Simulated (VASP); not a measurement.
# HfN (Fm-3m) in VASP: further runs

HfN is run at these levels: PBE; tasks: single point, relaxation of cell and atoms.

All numbers are computed with VASP 6.6.1; they aren't measurements. Logs are shortened: lines on timing, memory, paths and dates and some standing lists are left out, and cuts for length are marked.

**1. The cell of the first run**

The structure is cubic, space group Fm-3m (No. 225). The conventional cell has a = 4.512 Å, b = 4.512 Å, c = 4.512 Å, α = 90.00°, β = 90.00°, γ = 90.00°. Hf (site symmetry m-3m) has 6 N at 2.26 Å within 3.0 Å. N (site symmetry m-3m) has 6 Hf at 2.26 Å within 3.0 Å.

**2. Single point, PBE**

INCAR

```
SYSTEM = HfN
  ALGO = Normal
  EDIFF = 1E-7
  ENCUT = 520
  GGA = PE
  ISIF = 2
  ISMEAR = 0
  LASPH = .TRUE.
  LCHARG = .FALSE.
  LREAL = .FALSE.
  LWAVE = .FALSE.
  NBANDS = 14
  NELM = 100
  PREC = Accurate
  SIGMA = 0.1
```

KPOINTS

```
k-points
0
G
  8 8 8
  0 0 0
```

POSCAR

```
HfN
1.0
    0.0000000000      2.2558601200      2.2558601200
    2.2558601200      0.0000000000      2.2558601200
    2.2558601200      2.2558601200      0.0000000000
Hf N
1 1
Direct
    0.0000000000      0.0000000000      0.0000000000
    0.5000000000      0.5000000000      0.5000000000
```

Potentials or basis: VASP PAW PBE potentials, release 64 (Hf_pv, N).

Run with:

```
$ cat potpaw_PBE.64/Hf_pv/POTCAR potpaw_PBE.64/N/POTCAR > POTCAR
$ mpirun -np 1 vasp_std > vasp.out
```

OUTCAR:

```text
SYSTEM = HfN
   EDIFF = 1E-7
   ENCUT = 520
   GGA = PE
   ISIF = 2
   ISMEAR = 0
   LASPH = .TRUE.
   LREAL = .FALSE.
   NELM = 100
   PREC = Accurate

 ion  position               nearest neighbor table
   1  0.000  0.000  0.000-   2 2.26   2 2.26   2 2.26   2 2.26   2 2.26   2 2.26
   2  0.500  0.500  0.500-   1 2.26   1 2.26   1 2.26   1 2.26   1 2.26   1 2.26

  LATTYP: Found a face centered cubic cell.
 ALAT       =     4.5117202400

  Lattice vectors:

 A1 = (   0.0000000000,   2.2558601200,   2.2558601200)
 A2 = (   2.2558601200,   0.0000000000,   2.2558601200)
 A3 = (   2.2558601200,   2.2558601200,   0.0000000000)

Analysis of symmetry for initial positions (statically):
=====================================================================
 Subroutine PRICEL returns:
 Original cell was already a primitive cell.

 Routine SETGRP: Setting up the symmetry group for a
 face centered cubic supercell.

 Subroutine GETGRP returns: Found 48 space group operations
 (whereof 48 operations were pure point group operations)
 out of a pool of 48 trial point group operations.

The static configuration has the point symmetry O_h .

Analysis of symmetry for dynamics (positions and initial velocities):
=====================================================================
 Subroutine PRICEL returns:
 Original cell was already a primitive cell.

 Routine SETGRP: Setting up the symmetry group for a
 face centered cubic supercell.

 Subroutine GETGRP returns: Found 48 space group operations
 (whereof 48 operations were pure point group operations)
 out of a pool of 48 trial point group operations.

The dynamic configuration has the point symmetry O_h .

 Subroutine INISYM returns: Found 48 space group operations
 (whereof 48 operations are pure point group operations),
 and found     1 'primitive' translations

----------------------------------------------------------------------------------------

                                     Primitive cell

  volume of cell :      22.9597

  direct lattice vectors                    reciprocal lattice vectors
     0.000000000  2.255860120  2.255860120    -0.221644948  0.221644948  0.221644948
     2.255860120  0.000000000  2.255860120     0.221644948 -0.221644948  0.221644948
     2.255860120  2.255860120  0.000000000     0.221644948  0.221644948 -0.221644948

  length of vectors
     3.190267977  3.190267977  3.190267977     0.383900312  0.383900312  0.383900312

  position of ions in fractional coordinates (direct lattice)
[... 90 lines left out ...]
   NELECT =      15.0000    total number of electrons
   NUPDOWN=      -1.0000    fix difference up-down
   EMIN   =  10.00;   EMAX   =-10.00  energy-range for DOS
   EFERMI =   0.00;   METHOD = LEGACY
   ISMEAR =     0;   SIGMA  =   0.10  broadening in eV -4-tet -1-fermi 0-gaus
   EFERMI_NEDOS =   21; number of points for ismear=-14 and -15
   IALGO  =     38    algorithm
   IMIX   =      4    mixing-type and parameters
     AMIX     =   0.40;   BMIX     =  1.00
     AMIX_MAG =   1.60;   BMIX_MAG =  1.00
  volume/ion in A,a.u.               =      11.48        77.47
  Fermi-wavevector in a.u.,A,eV,Ry     =   1.420528  2.684408 27.455188  2.017899
  Thomas-Fermi vector in A             =   2.541434
   LORBIT       =      0    0 simple, 1 ext, 2 COOP (PROOUT), +10 PAW based schemes
   GGA     = PE    functional components
   LHFCALC =     F    Hartree Fock is set to
   AEXX    =    0.0000 exact exchange contribution
   IVDW    =     0    specifies the selected vdW correction
   LEPSILON=     F    determine dielectric tensor
   LRPA    =     F    only Hartree local field effects (RPA)
 non-spin polarized calculation
 Gauss-broadening in eV      SIGMA  =   0.10
  energy-cutoff  :      520.00
  volume of cell :       22.96
 maximum number of plane-waves:       636
   NGX = 11   NGY = 11   NGZ = 11

 number of electron      15.0000001 magnetization

 Free energy of the ion-electron system (eV)
  ---------------------------------------------------
  ext. energy  EPLUGINS =         0.00000000
  ---------------------------------------------------
  free energy    TOTEN  =       -21.73907541 eV

  energy without entropy =      -21.73510596  energy(sigma->0) =      -21.73709068

 E-fermi :   8.4164     XC(G=0): -12.7549

 val. band max:        8.3783899528   @ k =   0.1250   0.0000   0.0000
 cond. band min:       8.4271416631   @ k =   0.3750   0.1250   0.0000
 fundamental gap:      0.0487517103
 Fermi energy:         8.4164458589

 k-point     1 :       0.0000    0.0000    0.0000
  band No.  band energies     occupation
      1     -22.7244      2.00000
      2     -22.7244      2.00000
      3     -22.7244      2.00000
      4      -9.1048      2.00000
      5       5.3997      2.00000
      6       5.3997      2.00000
      7       5.3997      2.00000
      8       8.0703      2.00000
      9       8.0703      2.00000
     10       8.0703      2.00000
     11      10.2621      0.00000
     12      10.3969      0.00000
     13      10.3969      0.00000
     14      17.9932      0.00000
[... 377 lines left out ...]
      1     -23.5396      2.00000
      2     -23.0543      2.00000
      3     -22.8945      2.00000
      4      -6.8994      2.00000
      5       0.6756      2.00000
      6       2.6510      2.00000
      7       2.7148      2.00000
      8      10.0701      0.00000
      9      10.4968      0.00000
     10      12.8061      0.00000
     11      14.8111      0.00000
     12      16.2351      0.00000
     13      17.8459      0.00000
     14      19.1795      0.00000

 [... further k-points ...]

------------------------ aborting loop because EDIFF is reached ----------------------------------------

  FORCE on cell =-STRESS in cart. coord.  units (eV):
  Direction    XX          YY          ZZ          XY          YZ          ZX
  --------------------------------------------------------------------------------------
  -------------------------------------------------------------------------------------
  Total        0.6377529      0.6377529      0.6377529     -0.0000000     -0.0000000      0.0000000
  in kB       44.5037452     44.5037452     44.5037452     -0.0000000     -0.0000000      0.0000000
  external PRESSURE =      44.5037452 kB  Pullay stress =       0.0000000 kB

 VOLUME and BASIS-vectors are now :
 -----------------------------------------------------------------------------
  energy-cutoff  :      520.00
  volume of cell :       22.96
      direct lattice vectors                 reciprocal lattice vectors
     0.000000000  2.255860120  2.255860120    -0.221644948  0.221644948  0.221644948
     2.255860120  0.000000000  2.255860120     0.221644948 -0.221644948  0.221644948
     2.255860120  2.255860120  0.000000000     0.221644948  0.221644948 -0.221644948

 POSITION                                       TOTAL-FORCE (eV/Angst)
 -----------------------------------------------------------------------------------
      0.00000      0.00000      0.00000         0.000000      0.000000      0.000000
      2.25586      2.25586      2.25586         0.000000      0.000000      0.000000
 -----------------------------------------------------------------------------------
    total drift:                                0.000000     -0.000000     -0.000000

  FREE ENERGIE OF THE ION-ELECTRON SYSTEM (eV)
  ---------------------------------------------------
  free  energy   TOTEN  =       -21.7390754109 eV

  energy  without entropy=      -21.7351059588  energy(sigma->0) =      -21.73709068
```

stdout:

```text
POSCAR found type information on POSCAR HfN
 POSCAR found :  2 types and       2 ions
 scaLAPACK will be used
 LDA part: xc-table for (Slater+PW92), standard interpolation
 POSCAR, INCAR and KPOINTS ok, starting setup
 FFT: planning ... GRIDC
 FFT: planning ... GRID_SOFT
 FFT: planning ... GRID
 WAVECAR not read
 entering main loop
```

Wall time 7.2 s (1 thread of Intel Xeon Platinum 8259CL at 2.50GHz (Skylake/Cascade Lake), shared host); peak memory 0.14 GiB.

What came out:

```
Free energy            : -21.7391 eV
Pressure               : 4.5 GPa
Band gap on the k mesh : zero (an odd number of electrons rules out a gap without spin polarisation)
```

Levels at points of the mesh, in eV from the Fermi level:
```csv
k point,band 6,band 7,band 8,band 9,band 10,band 11
"(0.00, 0.00, 0.00)",-3.02,-3.02,-0.35,-0.35,-0.35,1.85
"(0.50, 0.00, 0.00)",-6.19,-6.19,3.30,3.73,3.73,4.45
"(0.50, 0.50, 0.00)",-3.82,-3.68,-3.68,4.12,5.56,5.56
```

Caveat: the cell stands under pressure; spin-orbit coupling is left out, which moves the levels of the heavy elements.

**3. Single point, PBE**

This run uses another cell than the first one, of 11.76 Å³/atom.

INCAR

```
SYSTEM = HfN
  PREC = Accurate
  ENCUT = 520
  EDIFF = 1E-7
  ISMEAR = 0
  SIGMA = 0.1
  LREAL = .False.
  LASPH = .True.
  NELM = 80
  ALGO = Normal
  ISIF = 2
  LWAVE = .False.
  LCHARG = .False.
  GGA = PE
  NBANDS = 14
```

KPOINTS

```
Automatic mesh
0
Gamma
  16 16 16
  0 0 0
```

POSCAR

```
HfN
1.0
    0.0000000000      2.2739645516      2.2739645516
    2.2739645516      0.0000000000      2.2739645516
    2.2739645516      2.2739645516      0.0000000000
Hf N
1 1
Direct
    0.0000000000      0.0000000000      0.0000000000
    0.5000000000      0.5000000000      0.5000000000
```

Potentials or basis: VASP PAW PBE potentials, release 64 (Hf_pv, N).

Run with:

```
$ cat potpaw_PBE.64/Hf_pv/POTCAR potpaw_PBE.64/N/POTCAR > POTCAR
$ mpirun -np 1 vasp_std > vasp.out
```

It took 24 s on 1 thread of Intel Xeon Platinum 8259CL at 2.50GHz (Skylake/Cascade Lake), shared host; peak memory 0.18 GiB.

The run converged. Its results:

* Free energy: -21.7587 eV
* Pressure: -2.4 GPa
* Band gap on the k mesh: zero (an odd number of electrons rules out a gap without spin polarisation)

Levels at points of the mesh, in eV from the Fermi level:
```csv
k point,band 4,band 5,band 6,band 7,band 8,band 9,band 10,band 11,band 12,band 13
"(0.00, 0.00, 0.00)",-17.39,-3.00,-3.00,-3.00,-0.34,-0.34,-0.34,1.61,1.92,1.92
"(0.50, 0.00, 0.00)",-14.78,-8.77,-6.08,-6.08,3.19,3.60,3.60,4.32,8.60,8.60
"(0.50, 0.50, 0.00)",-16.31,-5.41,-3.72,-3.68,-3.68,3.99,5.36,5.37,5.37,7.75
```

Caveat: spin-orbit coupling is left out, which moves the levels of the heavy elements.

(Part 1 of 2 ends here.)
